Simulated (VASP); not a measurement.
# HgTe (P4/nmm) in VASP: further runs

The runs below take HgTe through relaxation of cell and atoms, single point, with PBE+D3(BJ).

All numbers are computed with VASP 6.6.1; they aren't measurements. Logs are shortened: lines on timing, memory, paths and dates and some standing lists are left out, and cuts for length are marked.

## (1) The cell of the first run

Symmetry: P4/nmm, No. 129, tetragonal system. Conventional cell: a = 4.832 Å, b = 4.832 Å, c = 4.905 Å, α = 90.00°, β = 90.00°, γ = 90.00°. Hg (site symmetry -4m2) has 4 Te at 2.94 Å and 4 Hg at 3.42 Å within 3.9 Å. Te (site symmetry 4mm) has 4 Hg at 2.94 Å and 4 Te at 3.75 Å within 3.9 Å.

## (2) Relaxation of cell and atoms, PBE+D3(BJ)

INCAR reads:

```
SYSTEM = HgTe
PREC = Accurate
ENCUT = 600
EDIFF = 1E-7
ISMEAR = 0
SIGMA = 0.1
LREAL = .FALSE.
LASPH = .TRUE.
NELM = 100
ALGO = Normal
ISIF = 3
LWAVE = .FALSE.
LCHARG = .FALSE.
GGA = PE
IVDW = 12
IBRION = 2
NSW = 100
EDIFFG = -0.01
```

KPOINTS reads:

```
regular mesh
0
G
  10 10 10
  0 0 0
```

POSCAR reads:

```
HgTe
1.0
    4.8320256119      0.0000000000      0.0000000000
    0.0000000000      4.8320256119      0.0000000000
    0.0000000000      0.0000000000      4.9053070497
Hg Te
2 2
Direct
    0.0000000000      0.0000000000      0.0000000000
    0.5000000000      0.5000000000      0.0000000000
    0.0000000000      0.5000000000      0.3430961359
    0.5000000000      0.0000000000      0.6569038641
```

Potentials or basis: VASP PAW PBE potentials, release 64 (Hg, Te).

Run with:

```
cat potpaw_PBE.64/Hg/POTCAR potpaw_PBE.64/Te/POTCAR > POTCAR
mpirun -np 1 vasp_std > vasp.out
```

OUTCAR:

```text
SYSTEM = HgTe
   PREC = Accurate
   ENCUT = 600
   EDIFF = 1E-7
   ISMEAR = 0
   LREAL = .FALSE.
   LASPH = .TRUE.
   NELM = 100
   ISIF = 3
   GGA = PE
   IVDW = 12
   IBRION = 2
   NSW = 100
   EDIFFG = -0.01
 IVDW          = 12

 ion  position               nearest neighbor table
   1  0.000  0.000  0.000-   3 2.94   4 2.94   3 2.94   4 2.94   2 3.42   2 3.42   2 3.42   2 3.42

   2  0.500  0.500  0.000-   3 2.94   4 2.94   4 2.94   3 2.94   1 3.42   1 3.42   1 3.42   1 3.42

   3  0.000  0.500  0.343-   1 2.94   2 2.94   1 2.94   2 2.94
   4  0.500  0.000  0.657-   1 2.94   2 2.94   2 2.94   1 2.94

  LATTYP: Found a simple tetragonal cell.
 ALAT       =     4.8320256119
 C/A-ratio  =     1.0151657801

  Lattice vectors:

 A1 = (   4.8320256119,   0.0000000000,   0.0000000000)
 A2 = (   0.0000000000,   4.8320256119,   0.0000000000)
 A3 = (   0.0000000000,   0.0000000000,   4.9053070497)

Analysis of symmetry for initial positions (statically):
=====================================================================
 Subroutine PRICEL returns:
 Original cell was already a primitive cell.

 Routine SETGRP: Setting up the symmetry group for a
 simple tetragonal supercell.

 Subroutine GETGRP returns: Found 16 space group operations
 (whereof  8 operations were pure point group operations)
 out of a pool of 16 trial point group operations.

The static configuration has the point symmetry D_2d.
 The point group associated with its full space group is D_4h.

Analysis of symmetry for dynamics (positions and initial velocities):
=====================================================================
 Subroutine PRICEL returns:
 Original cell was already a primitive cell.

 Routine SETGRP: Setting up the symmetry group for a
 simple tetragonal supercell.

 Subroutine GETGRP returns: Found 16 space group operations
 (whereof  8 operations were pure point group operations)
 out of a pool of 16 trial point group operations.

The dynamic configuration has the point symmetry D_2d.
 The point group associated with its full space group is D_4h.

 Subroutine INISYM returns: Found 16 space group operations
 (whereof  8 operations are pure point group operations),
 and found     1 'primitive' translations

----------------------------------------------------------------------------------------

                                     Primitive cell

  volume of cell :     114.5314

  direct lattice vectors                    reciprocal lattice vectors
     4.832025612  0.000000000  0.000000000     0.206952545  0.000000000  0.000000000
     0.000000000  4.832025612  0.000000000     0.000000000  0.206952545  0.000000000
     0.000000000  0.000000000  4.905307050     0.000000000  0.000000000  0.203860837

  length of vectors
     4.832025612  4.832025612  4.905307050     0.206952545  0.206952545  0.203860837

  position of ions in fractional coordinates (direct lattice)
     0.000000000  0.000000000  0.000000000
     0.500000000  0.500000000  0.000000000
     0.000000000  0.500000000  0.343096136
     0.500000000  0.000000000  0.656903864

  ion indices of the primitive-cell ions
   primitive index   ion index
                 1           1
                 2           2
                 3           3
                 4           4

----------------------------------------------------------------------------------------

 KPOINTS: regular mesh

Automatic generation of k-mesh.
 Grid dimensions read from file:
 generate k-points for:   10   10   10

 Generating k-lattice:

  Cartesian coordinates                     Fractional coordinates (reciprocal lattice)
     0.020695255  0.000000000  0.000000000     0.100000000  0.000000000  0.000000000
     0.000000000  0.020695255  0.000000000     0.000000000  0.100000000  0.000000000
     0.000000000  0.000000000  0.020386084     0.000000000  0.000000000  0.100000000

  Length of vectors
     0.020695255  0.020695255  0.020386084

  Shift w.r.t. Gamma in fractional coordinates (k-lattice)
     0.000000000  0.000000000  0.000000000

 Subroutine IBZKPT returns following result:
 ===========================================

 Found    126 irreducible k-points:

 Following reciprocal coordinates:
            Coordinates               Weight
  0.000000  0.000000  0.000000      1.000000
  0.100000  0.000000  0.000000      4.000000
  0.200000  0.000000  0.000000      4.000000
  0.300000  0.000000  0.000000      4.000000
  0.400000  0.000000  0.000000      4.000000
  0.500000  0.000000  0.000000      2.000000
[... 16 lines left out ...]
  0.100000  0.000000  0.100000      8.000000
  0.200000  0.000000  0.100000      8.000000
 [... further k-points ...]
   k-points           NKPTS =    126   k-points in BZ     NKDIM =    126   number of bands    NBANDS=     22
   number of dos      NEDOS =    301   number of ions     NIONS =      4
   total plane-waves  NPLWV =  64000
   dimension x,y,z NGX =    40 NGY =   40 NGZ =   40
   dimension x,y,z NGXF=    80 NGYF=   80 NGZF=   80
   ions per type =               2   2
   NGX,Y,Z   is equivalent  to a cutoff of  13.76, 13.76, 13.56 a.u.
   NGXF,Y,Z  is equivalent  to a cutoff of  27.52, 27.52, 27.11 a.u.
 SYSTEM =  HgTe
   PREC   = accura    normal or accurate (medium, high low for compatibility)
   ISTART =      0    job   : 0-new  1-cont  2-samecut
   ICHARG =      2    charge: 1-file 2-atom 10-const
   ISPIN  =      1    spin polarized calculation?
   LNONCOLLINEAR =      F non collinear calculations
   LSORBIT =      F    spin-orbit coupling
   LASPH  =      T    aspherical Exc in radial PAW
   ENCUT  =  600.0 eV  44.10 Ry    6.64 a.u.   9.65  9.65  9.80*2*pi/ulx,y,z
   NELM   =    100;   NELMIN=  2; NELMDL= -5     # of ELM steps
   EDIFF  = 0.1E-06   stopping-criterion for ELM
   LREAL  =      F    real-space projection
   EDIFFG = -.1E-01   stopping-criterion for IOM
   NSW    =    100    number of steps for IOM
   IBRION =      2    ionic relax: 0-MD 1-quasi-New 2-CG
   NFREE  =      1    steps in history (QN), initial steepest desc. (CG)
   ISIF   =      3    stress and relaxation
   ISYM   =      2    0-nonsym 1-usesym 2-fastsym
   POTIM  = 0.5000    time-step for ionic-motion
   TEBEG  =    0.0;   TEEND  =   0.0 temperature during run
   PSTRESS=    0.0 pullay stress
   NELECT =      36.0000    total number of electrons
   NUPDOWN=      -1.0000    fix difference up-down
   EMIN   =  10.00;   EMAX   =-10.00  energy-range for DOS
   EFERMI =   0.00;   METHOD = LEGACY
   ISMEAR =     0;   SIGMA  =   0.10  broadening in eV -4-tet -1-fermi 0-gaus
   EFERMI_NEDOS =   21; number of points for ismear=-14 and -15
   IALGO  =     38    algorithm
   IMIX   =      4    mixing-type and parameters
     AMIX     =   0.40;   BMIX     =  1.00
     AMIX_MAG =   1.60;   BMIX_MAG =  1.00
  volume/ion in A,a.u.               =      28.63       193.22
  Fermi-wavevector in a.u.,A,eV,Ry     =   1.113100  2.103454 16.857499  1.238991
  Thomas-Fermi vector in A             =   2.249681
   LORBIT       =      0    0 simple, 1 ext, 2 COOP (PROOUT), +10 PAW based schemes
   GGA     = PE    functional components
   LHFCALC =     F    Hartree Fock is set to
   AEXX    =    0.0000 exact exchange contribution
   IVDW    =    12    specifies the selected vdW correction
   LEPSILON=     F    determine dielectric tensor
   LRPA    =     F    only Hartree local field effects (RPA)
 conjugate gradient relaxation of ions
 non-spin polarized calculation
 Gauss-broadening in eV      SIGMA  =   0.10
  energy-cutoff  :      600.00
  volume of cell :      114.53
 maximum number of plane-waves:      3864
 NGX is ok and might be reduce to    40
   NGX = 19   NGY = 19   NGZ = 19

--------------------------------------- Ionic step        1  -------------------------------------------

 number of electron      36.0000005 magnetization

 Free energy of the ion-electron system (eV)
  ---------------------------------------------------
  ext. energy  EPLUGINS =         0.00000000
  ---------------------------------------------------
  free energy    TOTEN  =        -6.53899295 eV

  energy without entropy =       -6.53469387  energy(sigma->0) =       -6.53684341

------------------------ aborting loop because EDIFF is reached ----------------------------------------

 Edisp (eV)   -1.73650

 E8    (eV) :    -0.7928

  FORCE on cell =-STRESS in cart. coord.  units (eV):
  Direction    XX          YY          ZZ          XY          YZ          ZX
  --------------------------------------------------------------------------------------
  -------------------------------------------------------------------------------------
  Total       0.05220     0.05220     0.46607     0.00000     0.00000     0.00000
  in kB       0.73029     0.73029     6.51978     0.00000     0.00000     0.00000
  external pressure =        2.66 kB  Pullay stress =        0.00 kB
[... 317 lines left out ...]
  energy  without entropy=       -8.2791013674  energy(sigma->0) =       -8.28081035

--------------------------------------- Ionic step        9  -------------------------------------------

 number of electron      36.0000005 magnetization

 Free energy of the ion-electron system (eV)
  ---------------------------------------------------
  ext. energy  EPLUGINS =         0.00000000
  ---------------------------------------------------
  free energy    TOTEN  =        -6.55191878 eV

  energy without entropy =       -6.54851925  energy(sigma->0) =       -6.55021902

 E-fermi :   4.3010     XC(G=0):  -9.8084

 val. band max:        4.2059657850   @ k =   0.1000   0.0000   0.3000
 cond. band min:       4.3044220813   @ k =   0.2000   0.0000   0.1000
 fundamental gap:      0.0984562963
 Fermi energy:         4.3010189167

 k-point     1 :       0.0000    0.0000    0.0000
  band No.  band energies     occupation
      1      -7.7805      2.00000
      2      -6.1942      2.00000
      3      -2.9342      2.00000
      4      -2.8739      2.00000
      5      -2.6996      2.00000
      6      -2.6996      2.00000
[... 574 lines left out ...]
      6      -2.6520      2.00000
[... 14 lines left out ...]
     21       7.3317      0.00000
     22       8.7950      0.00000

 [... further k-points ...]

------------------------ aborting loop because EDIFF is reached ----------------------------------------

 Edisp (eV)   -1.73095

 E8    (eV) :    -0.7899

  FORCE on cell =-STRESS in cart. coord.  units (eV):
  Direction    XX          YY          ZZ          XY          YZ          ZX
  --------------------------------------------------------------------------------------
  -------------------------------------------------------------------------------------
  Total       0.00976     0.00976     0.03981     0.00000    -0.00000    -0.00000
  in kB       0.13613     0.13613     0.55551     0.00000    -0.00000    -0.00000
  external pressure =        0.28 kB  Pullay stress =        0.00 kB
[... 19 lines left out ...]
  FREE ENERGIE OF THE ION-ELECTRON SYSTEM (eV)
  ---------------------------------------------------
  free  energy   TOTEN  =        -8.2828671954 eV

  energy  without entropy=       -8.2794676623  energy(sigma->0) =       -8.28116743

 reached required accuracy - stopping structural energy minimisation
```

Wall time 17 min (1 thread of Intel Xeon Platinum 8488C (Sapphire Rapids), shared host); peak memory 0.53 GiB.

What came out:

* Free energy: -8.2829 eV
* Relaxed volume: 28.70 Å³/atom
* Relaxed cell: a = 4.773 Å, b = 4.773 Å, c = 5.040 Å, α = 90.00°, β = 90.00°, γ = 90.00°
* Space group after relaxing (to 0.05 Å): P4/nmm (No. 129)
* Energy gained by relaxing: 1.8 meV/atom
* Ionic steps: 9
* Pressure after relaxing: 0.0 GPa
* Largest force after relaxing: 0.007 eV/Å
* Band gap on the k mesh: zero (band 18 reaches 4.69 eV, above the bottom of band 19 at 3.48 eV)
* Dispersion energy per atom: -0.433 eV

Forces in eV/Å, atoms in the order of the input:
```
Hg   0.000  0.000  0.000
Hg   0.000  0.000  0.000
Te   0.000  0.000 -0.007
Te   0.000  0.000  0.007
```

The path:
```csv
step,energy change (eV),largest force (eV/Å),pressure (GPa),volume (Å³)
1,0.0000,0.0998,0.27,114.53
2,-0.0022,0.0305,-0.16,115.32
3,-0.0023,0.0123,-0.26,115.53
4,-0.0044,0.0015,-0.19,115.26
5,-0.0068,0.0266,0.01,114.59
6,-0.0069,0.0305,0.04,114.50
7,-0.0069,0.0297,0.02,114.52
8,-0.0070,0.0241,0.03,114.60
9,-0.0074,0.0074,0.03,114.82
```

Final structure:
```
Hg Te
1.0
     4.77316    0.00000    0.00000
     0.00000    4.77316    0.00000
     0.00000    0.00000    5.03961
Hg Te
2 2
Direct
  0.00000 0.00000 0.00000
  0.50000 0.50000 0.00000
  0.00000 0.50000 0.34541
  0.50000 0.00000 0.65459
```

Caveat: spin-orbit coupling is left out, which moves the levels of the heavy elements; pairwise dispersion overbinds metals, which lowers pressure and volume.

## (3) Single point, PBE+D3(BJ)

This run uses another cell than the first one, of 27.68 Å³/atom, 0.967 times its volume.

INCAR reads:

```
PREC = Accurate ; ENCUT = 520
EDIFF = 1E-6 ; ISMEAR = 0
SIGMA = 0.1 ; LREAL = False
LASPH = True ; NELM = 60
ALGO = Normal ; ISIF = 2
LWAVE = False ; LCHARG = False
GGA = PE ; IVDW = 12
NBANDS = 26
```

KPOINTS reads:

```
Automatic mesh
0
Gamma
  4 4 4
```

POSCAR reads:

```
HgTe
1.0
    4.1972985000      0.0000000000      0.0000000000
    0.0000000000      4.1972985000      0.0000000000
    0.0000000000      0.0000000000      6.2856037800
Hg Te
2 2
Direct
    0.0000000000      0.0000000000      0.0000000000
    0.5000000000      0.5000000000      0.0000000000
    0.0000000000      0.5000000000      0.2279497600
    0.5000000000      0.0000000000      0.7720502400
```

Potentials or basis: VASP PAW PBE potentials, release 64 (Hg, Te).

Run with:

```
cat potpaw_PBE.64/Hg/POTCAR potpaw_PBE.64/Te/POTCAR > POTCAR
mpirun -np 1 vasp_std > vasp.out
```

It took 32 s on 1 thread of Intel Xeon Platinum 8488C (Sapphire Rapids), shared host; peak memory 0.24 GiB.

Results (log left out):

```
Free energy                : -3.1531 eV
Pressure                   : 38.0 GPa
Largest force              : 8.575 eV/Å
Band gap on the k mesh     : zero (band 18 reaches 5.61 eV, above the bottom of band 19 at 5.28 eV)
Dispersion energy per atom : -0.445 eV
```

Forces on the atoms (eV/Å):
```
Hg   0.000  0.000  0.000
Hg   0.000  0.000  0.000
Te   0.000  0.000  8.575
Te   0.000  0.000 -8.575
```

Stress tensor (GPa, compression positive):
```
40.74  0.00  0.00
 0.00 40.74  0.00
 0.00  0.00 32.51
```

Levels at points of the mesh, in eV from the Fermi level:
```csv
k point,band 14,band 15,band 16,band 17,band 18,band 19,band 20,band 21,band 22,band 23
"(0.00, 0.00, 0.00)",-3.94,-3.94,-1.15,0.01,0.14,0.14,1.18,2.15,3.71,4.61
"(0.50, 0.00, 0.00)",-6.03,-2.13,-2.13,-1.26,-1.26,1.56,1.56,5.56,5.56,5.69
"(0.50, 0.50, 0.00)",-5.85,-3.72,-3.72,-3.58,-3.58,2.30,2.30,2.87,2.87,9.32
"(0.00, 0.00, 0.50)",-3.84,-3.84,-1.40,-1.10,-0.19,-0.19,2.47,2.86,3.17,5.56
"(0.50, 0.00, 0.50)",-6.35,-1.21,-1.21,-1.20,-1.20,0.98,0.98,4.42,4.42,5.14
"(0.50, 0.50, 0.50)",-5.79,-3.96,-3.96,-3.91,-3.91,4.18,4.18,4.35,4.35,5.97
```

Caveat: the k points lie up to 0.37 Å⁻¹ apart; spin-orbit coupling is left out, which moves the levels of the heavy elements; forces of over 1 eV/Å act on the atoms, so gaps and moduli don't describe the material at rest.

## (4) Single point, PBE+D3(BJ)

INCAR reads:

```
SYSTEM = HgTe
PREC     = Accurate       ! precision mode
ENCUT    = 520            ! plane-wave cutoff, eV
EDIFF    = 1E-6           ! SCF threshold, eV
ISMEAR   = 0              ! smearing method
SIGMA    = 0.1            ! smearing width, eV
LREAL    = .FALSE.        ! projectors in reciprocal space
LASPH    = .TRUE.         ! aspherical terms in the spheres
NELM     = 80             ! most SCF steps
ALGO     = Normal         ! electronic algorithm
ISIF     = 2              ! what is computed and relaxed
LWAVE    = .FALSE.        ! write WAVECAR
LCHARG   = .FALSE.        ! write CHGCAR
GGA      = PE             ! functional
IVDW     = 12             ! dispersion correction
NBANDS   = 26             ! bands
```

KPOINTS reads:

```
Automatic mesh
0
G
  4 4 4
  0 0 0
```

POSCAR reads:

```
HgTe
1.0
    4.8320256119      0.0000000000      0.0000000000
    0.0000000000      4.8320256119      0.0000000000
    0.0000000000      0.0000000000      4.9053070497
Hg Te
2 2
Direct
    0.0000000000      0.0000000000      0.0000000000
    0.5000000000      0.5000000000      0.0000000000
    0.0000000000      0.5000000000      0.3430961359
    0.5000000000      0.0000000000      0.6569038641
```

Run with:

```
cat potpaw_PBE.64/Hg/POTCAR potpaw_PBE.64/Te/POTCAR > POTCAR
mpirun -np 1 vasp_std > vasp.out
```

Wall time 31 s (1 thread of Intel Xeon Platinum 8488C (Sapphire Rapids), shared host); peak memory 0.23 GiB.

The run converged. Its results:

```
Free energy                : -8.2661 eV
Pressure                   : 0.1 GPa
Largest force              : 0.012 eV/Å
Band gap on the k mesh     : zero (band 18 reaches 4.66 eV, above the bottom of band 19 at 3.52 eV)
Dispersion energy per atom : -0.434 eV
```

Forces on the atoms (eV/Å):
```
Hg   0.000  0.000  0.000
Hg   0.000  0.000  0.000
Te   0.000  0.000  0.012
Te   0.000  0.000 -0.012
```

Stress tensor (GPa, compression positive):
```
0.08 0.00 0.00
0.00 0.08 0.00
0.00 0.00 0.20
```

Levels at points of the mesh, in eV from the Fermi level:
| k point | band 16 | band 17 | band 18 | band 19 | band 20 | band 21 |
| --- | --- | --- | --- | --- | --- | --- |
| (0.00, 0.00, 0.00) | -1.38 | -1.21 | 0.37 | 0.37 | 0.45 | 3.90 |
| (0.50, 0.00, 0.00) | -1.71 | -1.44 | -1.44 | 2.53 | 2.53 | 3.17 |
| (0.50, 0.50, 0.00) | -1.48 | -0.55 | -0.55 | 1.52 | 1.52 | 2.54 |
| (0.00, 0.00, 0.50) | -1.34 | -1.34 | -0.92 | -0.77 | 2.47 | 3.34 |
| (0.50, 0.00, 0.50) | -0.90 | -0.65 | -0.65 | 0.38 | 0.38 | 3.89 |
| (0.50, 0.50, 0.50) | -3.63 | -3.18 | -3.18 | 3.40 | 3.40 | 6.13 |

Caveat: spin-orbit coupling is left out, which moves the levels of the heavy elements; pairwise dispersion overbinds metals, which lowers pressure and volume.

(Continued in part 2 of 2.)
